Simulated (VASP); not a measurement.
# CoO (I4/mmm) in VASP: further runs, part 2 of 3

VASP 6.6.1. Earlier steps stand in the parts before.

### 4 Single point, PBE, collinear spin, ferromagnetic start

The input, INCAR:

```
PREC = Accurate ; ENCUT = 520
EDIFF = 1E-6 ; ISMEAR = -1
SIGMA = 0.05 ; LREAL = F
LASPH = T ; NELM = 150
ALGO = Normal ; ISIF = 2
LWAVE = F ; LCHARG = T
ISPIN = 2 ; MAGMOM = 2 0
LORBIT = 11 ; NUPDOWN = 2.0
LMAXMIX = 4 ; GGA = PE
LELF = T ; LVHAR = T
NBANDS = 18
```

The input, KPOINTS:

```
Automatic mesh
0
Gamma
  10 10 10
```

The input, POSCAR:

```
CoO
1.0
   -1.5080000000      1.5080000000      2.1072475377
    1.5080000000     -1.5080000000      2.1072475377
    1.5080000000      1.5080000000     -2.1072475377
Co O
1 1
Direct
    0.0000000000      0.0000000000      0.0000000000
    0.5000000000      0.5000000000      0.0000000000
```

Potentials or basis: VASP PAW PBE potentials, release 64 (Co, O).

Run with:

```bash
$ cat potpaw_PBE.64/Co/POTCAR potpaw_PBE.64/O/POTCAR > POTCAR
$ mpirun -np 1 vasp_std > vasp.out
```

OUTCAR:

```text
PREC = Accurate
   ENCUT = 520
   EDIFF = 1E-6
   ISMEAR = -1
   LREAL = F
   LASPH = T
   NELM = 150
   ISIF = 2
   ISPIN = 2
   LORBIT = 11
   NUPDOWN = 2.0
   GGA = PE

 ion  position               nearest neighbor table
   1  0.000  0.000  0.000-   2 2.11   2 2.11   2 2.13   2 2.13   2 2.13   2 2.13
   2  0.500  0.500  0.000-   1 2.11   1 2.11   1 2.13   1 2.13   1 2.13   1 2.13

  LATTYP: Found a body centered tetragonal cell.
 ALAT       =     3.0160000000
 C/A-ratio  =     1.3973790038

  Lattice vectors:

 A1 = (  -1.5080000000,   1.5080000000,   2.1072475377)
 A2 = (   1.5080000000,  -1.5080000000,   2.1072475377)
 A3 = (   1.5080000000,   1.5080000000,  -2.1072475377)

Analysis of symmetry for initial positions (statically):
=====================================================================
 Subroutine PRICEL returns:
 Original cell was already a primitive cell.

 Routine SETGRP: Setting up the symmetry group for a
 body centered tetragonal supercell.

 Subroutine GETGRP returns: Found 16 space group operations
 (whereof 16 operations were pure point group operations)
 out of a pool of 16 trial point group operations.

The static configuration has the point symmetry D_4h.

Analysis of symmetry for dynamics (positions and initial velocities):
=====================================================================
 Subroutine PRICEL returns:
 Original cell was already a primitive cell.

 Routine SETGRP: Setting up the symmetry group for a
 body centered tetragonal supercell.

 Subroutine GETGRP returns: Found 16 space group operations
 (whereof 16 operations were pure point group operations)
 out of a pool of 16 trial point group operations.

The dynamic configuration has the point symmetry D_4h.

Analysis of structural, dynamic, and magnetic symmetry:
=====================================================================
 Subroutine PRICEL returns:
 Original cell was already a primitive cell.

 Routine SETGRP: Setting up the symmetry group for a
 body centered tetragonal supercell.

 Subroutine GETGRP returns: Found 16 space group operations
 (whereof 16 operations were pure point group operations)
 out of a pool of 16 trial point group operations.

The overall configuration has the point symmetry D_4h.

 Subroutine INISYM returns: Found 16 space group operations
 (whereof 16 operations are pure point group operations),
 and found     1 'primitive' translations

----------------------------------------------------------------------------------------

                                     Primitive cell

  volume of cell :      19.1681

  direct lattice vectors                    reciprocal lattice vectors
    -1.508000000  1.508000000  2.107247538     0.000000000  0.331564987  0.237276348
     1.508000000 -1.508000000  2.107247538     0.331564987  0.000000000  0.237276348
     1.508000000  1.508000000 -2.107247538     0.331564987  0.331564987  0.000000000

  length of vectors
     2.998102764  2.998102764  2.998102764     0.407719764  0.407719764  0.468903701

  position of ions in fractional coordinates (direct lattice)
     0.000000000  0.000000000  0.000000000
     0.500000000  0.500000000  0.000000000

[... 66 lines left out ...]
 SYSTEM =  unknown system
   PREC   = accura    normal or accurate (medium, high low for compatibility)
   ISTART =      0    job   : 0-new  1-cont  2-samecut
   ICHARG =      2    charge: 1-file 2-atom 10-const
   ISPIN  =      2    spin polarized calculation?
   LNONCOLLINEAR =      F non collinear calculations
   LSORBIT =      F    spin-orbit coupling
   LASPH  =      T    aspherical Exc in radial PAW
   ENCUT  =  520.0 eV  38.22 Ry    6.18 a.u.   5.57  5.57  5.57*2*pi/ulx,y,z
   NELM   =    150;   NELMIN=  2; NELMDL= -5     # of ELM steps
   EDIFF  = 0.1E-05   stopping-criterion for ELM
   LREAL  =      F    real-space projection
   EDIFFG = 0.1E-04   stopping-criterion for IOM
   NSW    =      0    number of steps for IOM
   IBRION =     -1    ionic relax: 0-MD 1-quasi-New 2-CG
   NFREE  =      0    steps in history (QN), initial steepest desc. (CG)
   ISIF   =      2    stress and relaxation
   ISYM   =      2    0-nonsym 1-usesym 2-fastsym
   POTIM  = 0.5000    time-step for ionic-motion
   TEBEG  =    0.0;   TEEND  =   0.0 temperature during run
   PSTRESS=    0.0 pullay stress
   NELECT =      15.0000    total number of electrons
   NUPDOWN=       2.0000    fix difference up-down
   EMIN   =  10.00;   EMAX   =-10.00  energy-range for DOS
   EFERMI =   0.00;   METHOD = LEGACY
   ISMEAR =    -1;   SIGMA  =   0.05  broadening in eV -4-tet -1-fermi 0-gaus
   EFERMI_NEDOS =   21; number of points for ismear=-14 and -15
   IALGO  =     38    algorithm
   IMIX   =      4    mixing-type and parameters
     AMIX     =   0.40;   BMIX     =  1.00
     AMIX_MAG =   1.60;   BMIX_MAG =  1.00
  volume/ion in A,a.u.               =       9.58        64.68
  Fermi-wavevector in a.u.,A,eV,Ry     =   1.508618  2.850874 30.965868  2.275927
  Thomas-Fermi vector in A             =   2.619048
   LORBIT       =     11    0 simple, 1 ext, 2 COOP (PROOUT), +10 PAW based schemes
   GGA     = PE    functional components
   LHFCALC =     F    Hartree Fock is set to
   AEXX    =    0.0000 exact exchange contribution
   IVDW    =     0    specifies the selected vdW correction
   LEPSILON=     F    determine dielectric tensor
   LRPA    =     F    only Hartree local field effects (RPA)
 spin polarized calculation
  energy-cutoff  :      520.00
  volume of cell :       19.17
 maximum number of plane-waves:       533
 NGX is ok and might be reduce to    24
   NGX = 11   NGY = 11   NGZ = 11

 number of electron      15.0000006 magnetization       2.0000000

 Free energy of the ion-electron system (eV)
  ---------------------------------------------------
  ext. energy  EPLUGINS =         0.00000000
  ---------------------------------------------------
  free energy    TOTEN  =       -12.97798471 eV

  energy without entropy =      -12.93870972  energy(sigma->0) =      -12.95834721

 E-fermi :   8.0375     XC(G=0): -12.4584

 val. band max:        8.0321307286   @ k =   0.4000   0.1000   0.1000
 cond. band min:       7.6894234417   @ k =   0.2000   0.1000   0.0000
 fundamental gap:     -0.3427072869
 Fermi energy:         7.6584400406

 spin component 1

 k-point     1 :       0.0000    0.0000    0.0000
  band No.  band energies     occupation
      1     -12.3578      1.00000
      2       4.7063      1.00000
      3       4.7463      1.00000
      4       4.7463      1.00000
      5       5.3066      1.00000
      6       5.3083      1.00000
[... 493 lines left out ...]
     17      36.9113      0.00000
     18      38.5661      0.00000

 [... further k-points ...]

 spin component 2

 k-point     1 :       0.0000    0.0000    0.0000
  band No.  band energies     occupation
      1     -12.1948      1.00000
      2       4.8681      1.00000
      3       4.9166      1.00000
      4       4.9166      1.00000
      5       6.8400      1.00000
      6       6.8401      1.00000
[... 493 lines left out ...]
     17      37.3607      0.00000
     18      39.1235      0.00000

 [... further k-points ...]

------------------------ aborting loop because EDIFF is reached ----------------------------------------

  FORCE on cell =-STRESS in cart. coord.  units (eV):
  Direction    XX          YY          ZZ          XY          YZ          ZX
  --------------------------------------------------------------------------------------
  -------------------------------------------------------------------------------------
  Total       -0.9842859     -0.9842859     -0.8695248     -0.0000000      0.0000000      0.0000000
  in kB      -82.2722997    -82.2722997    -72.6799000     -0.0000000      0.0000000      0.0000000
  external PRESSURE =     -79.0748332 kB  Pullay stress =       0.0000000 kB

 VOLUME and BASIS-vectors are now :
 -----------------------------------------------------------------------------
  energy-cutoff  :      520.00
  volume of cell :       19.17
      direct lattice vectors                 reciprocal lattice vectors
    -1.508000000  1.508000000  2.107247538     0.000000000  0.331564987  0.237276348
     1.508000000 -1.508000000  2.107247538     0.331564987  0.000000000  0.237276348
     1.508000000  1.508000000 -2.107247538     0.331564987  0.331564987  0.000000000

 POSITION                                       TOTAL-FORCE (eV/Angst)
 -----------------------------------------------------------------------------------
      0.00000      0.00000      0.00000         0.000000      0.000000      0.000000
      0.00000      0.00000      2.10725        -0.000000     -0.000000     -0.000000
 -----------------------------------------------------------------------------------
    total drift:                               -0.000000      0.000000     -0.000000

  FREE ENERGIE OF THE ION-ELECTRON SYSTEM (eV)
  ---------------------------------------------------
  free  energy   TOTEN  =       -12.9779847063 eV

  energy  without entropy=      -12.9387097213  energy(sigma->0) =      -12.95834721

 total charge

# of ion       s       p       d       tot
------------------------------------------
    1        0.288   0.347   7.227   7.863
    2        1.561   3.392   0.000   4.953
--------------------------------------------------
tot          1.849   3.739   7.227  12.815

 magnetization (x)

# of ion       s       p       d       tot
------------------------------------------
    1        0.021   0.015   1.858   1.894
    2        0.024   0.053   0.000   0.077
--------------------------------------------------
tot          0.044   0.069   1.858   1.971
```

OSZICAR:

```text
N       E                     dE             d eps       ncg     rms          rms(c)
DAV:   1     0.776382079770E+02    0.77638E+02   -0.65554E+03  7658   0.958E+02
DAV:   2    -0.106028338157E+02   -0.88241E+02   -0.77323E+02  7836   0.223E+02
DAV:   3    -0.152315125158E+02   -0.46287E+01   -0.44632E+01  8426   0.538E+01
DAV:   4    -0.152786904226E+02   -0.47178E-01   -0.47124E-01  9028   0.520E+00
DAV:   5    -0.152797887664E+02   -0.10983E-02   -0.10982E-02  8976   0.797E-01    0.134E+01
DAV:   6    -0.144907693667E+02    0.78902E+00   -0.15047E+01  9194   0.564E+01    0.163E+01
DAV:   7    -0.130188056062E+02    0.14720E+01   -0.77625E+00  8912   0.457E+01    0.627E+00
DAV:   8    -0.129890450413E+02    0.29761E-01   -0.24101E-01  9278   0.588E+00    0.335E+00
DAV:   9    -0.129827432555E+02    0.63018E-02   -0.59606E-02 11290   0.408E+00    0.808E-01
DAV:  10    -0.129778471362E+02    0.48961E-02   -0.17298E-02 10568   0.240E+00    0.163E-01
DAV:  11    -0.129779421303E+02   -0.94994E-04   -0.22850E-03 10294   0.565E-01    0.968E-02
DAV:  12    -0.129779733184E+02   -0.31188E-04   -0.37460E-04 10558   0.200E-01    0.593E-02
DAV:  13    -0.129780003452E+02   -0.27027E-04   -0.49912E-05  9954   0.676E-02    0.613E-02
DAV:  14    -0.129779873696E+02    0.12976E-04   -0.16921E-05 10018   0.841E-02    0.436E-02
DAV:  15    -0.129779860893E+02    0.12802E-05   -0.36089E-05 10142   0.115E-01    0.385E-02
DAV:  16    -0.129779850515E+02    0.10379E-05   -0.28063E-05  9668   0.902E-02    0.109E-02
DAV:  17    -0.129779847063E+02    0.34518E-06   -0.27410E-06  7326   0.251E-02
   1 F= -.12977985E+02 E0= -.12958347E+02  d E =-.392750E-01  mag=     2.0000
```

It took 50 s on 1 thread of Intel Xeon Platinum 8488C (Sapphire Rapids), shared host; peak memory 0.18 GiB.

Results:

```
Free energy                                           : -12.9780 eV
Pressure                                              : -7.9 GPa
Net moment                                            : 2.00 μB per cell
Site moments                                          : Co +1.89; O +0.08 μB
Valence electrons inside the program's atomic spheres : Co 7.86; O 4.95
```

Caveat: the cell stands under tension; the total moment is fixed, so each spin has its own Fermi level and the state may be an excited one; a cell with one magnetic atom can't hold antiferromagnetic order, which such compounds often take.

### 5 Single point, PBE, collinear spin, ferromagnetic start

The input, INCAR:

```
SYSTEM = CoO
ALGO     = Normal         ! electronic algorithm
EDIFF    = 1E-7           ! SCF threshold, eV
ENCUT    = 520            ! plane-wave cutoff, eV
GGA      = PE             ! functional
ISIF     = 2              ! what is computed and relaxed
ISMEAR   = -1             ! smearing method
ISPIN    = 2              ! spin polarisation
LASPH    = .True.         ! aspherical terms in the spheres
LCHARG   = .False.        ! write CHGCAR
LMAXMIX  = 4              ! l up to which the mixer works
LORBIT   = 11             ! projections on sites
LREAL    = .False.        ! projectors in reciprocal space
LWAVE    = .False.        ! write WAVECAR
MAGMOM   = 2.5 0          ! initial moments
NBANDS   = 18             ! bands
NELM     = 150            ! most SCF steps
NUPDOWN  = 2.5            ! fixed moment
PREC     = Accurate       ! precision mode
SIGMA    = 0.05           ! smearing width, eV
```

The input, KPOINTS:

```
k-points
0
Gamma
  10 10 10
  0 0 0
```

POSCAR is that of step 4.

Run with:

```bash
$ cat potpaw_PBE.64/Co/POTCAR potpaw_PBE.64/O/POTCAR > POTCAR
$ mpirun -np 1 vasp_std > vasp.out
```

It took 56 s on 1 thread of Intel Xeon Platinum 8488C (Sapphire Rapids), shared host; peak memory 0.18 GiB.

Results (log left out):

* Free energy: -13.0436 eV
* Pressure: -3.9 GPa
* Net moment: 2.50 μB per cell
* Site moments: Co +2.27; O +0.19 μB
* Valence electrons inside the program's atomic spheres: Co 7.83; O 4.97

Stress tensor (GPa, compression positive):
```
-3.98  0.00  0.00
 0.00 -3.98  0.00
 0.00  0.00 -3.82
```

Caveat: the cell stands under tension; the total moment is fixed, so each spin has its own Fermi level and the state may be an excited one; a cell with one magnetic atom can't hold antiferromagnetic order, which such compounds often take.

[end of part 2 of 3]
